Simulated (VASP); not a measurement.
Wanted: the native input for a VASP 6.6.1 run.

- Task: single point
- Functional: PBE
- Potentials or basis: VASP PAW PBE potentials, release 64 (Cs_sv)
- Cutoff: 520 eV
- k mesh: 8 × 8 × 8
- Occupations: fermi-dirac, width 0.08 eV
- Spin: no spin polarisation
- Dipole correction: no
- Further INCAR settings: ALGO = Normal; EDIFF = 1e-06; NBANDS = 10

The structure of Cs lies in POSCAR:

```
Cs
1.0
    5.0116119450      0.0000000000      0.0000000000
    0.0000000000      5.0116119450      0.0000000000
    0.0000000000      0.0000000000      5.0116119450
Cs
1
Direct
    0.0000000000      0.0000000000      0.0000000000
```

This isn't the form of Cs at room conditions, which is bcc.

One way to write it, as run:

INCAR

```
ALGO     = Normal         # electronic algorithm
EDIFF    = 1E-6           # SCF threshold, eV
ENCUT    = 520            # plane-wave cutoff, eV
GGA      = PE             # functional
ISIF     = 2              # what is computed and relaxed
ISMEAR   = -1             # smearing method
LASPH    = T              # aspherical terms in the spheres
LCHARG   = F              # write CHGCAR
LREAL    = F              # projectors in reciprocal space
LWAVE    = F              # write WAVECAR
NBANDS   = 10             # bands
NELM     = 100            # most SCF steps
PREC     = Accurate       # precision mode
SIGMA    = 0.08           # smearing width, eV
```

KPOINTS

```
k-points
0
Gamma
  8 8 8
```

Potentials or basis: VASP PAW PBE potentials, release 64 (Cs_sv).

Command:

```console
$ cat potpaw_PBE.64/Cs_sv/POTCAR > POTCAR
$ mpirun -np 1 vasp_std > vasp.out
```

It gave:

| Quantity | Value |
| --- | --- |
| Pressure | 0.0 GPa |
| Band gap on the k mesh | zero (an odd number of electrons rules out a gap without spin polarisation) |

Caveat: spin-orbit coupling is left out, which moves the levels of the heavy elements.

It took 51 s on 1 thread of Intel Xeon 8259CL (shared host), peak memory 0.25 GiB.
